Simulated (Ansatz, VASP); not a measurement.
# One calculation of Pt, two programs

```
Pt
1.0
     4.56872    0.00000    0.00000
    -2.28436    3.95663    0.00000
     0.00000    0.00000    2.71702
Pt
3
Direct
  0.00000 0.00000 0.00000
  0.33333 0.66667 0.50000
  0.66667 0.33333 0.50000
```

Alike in both runs: task single point; functional BLYP; k mesh 9 × 9 × 13; occupations fermi-dirac, width 0.1 eV; no spin polarisation.

```csv
,VASP,Ansatz
version,VASP 6.6.1,Ansatz 0.2.0
potentials or method,"VASP PAW PBE potentials, release 64 (Pt), cutoff 520 eV","plane waves (420 eV) with PAW, scalar-relativistic"
valence electrons in the cell,30,54
```

```csv
,VASP,Ansatz,Ansatz less VASP
pressure (GPa),9.7,8.7,-1.06
"traceless stress, the component that is largest in VASP (GPa)",0.56,0.49,-0.070
```

VASP's potentials were made for PBE, not for BLYP. With one functional, cell and mesh, what is left measures potentials, basis and numerics. VASP's potentials hold 30 valence electrons a cell and Ansatz's 54, so a difference there can come from the potentials and not from the codes.

Spin-orbit coupling is off throughout.
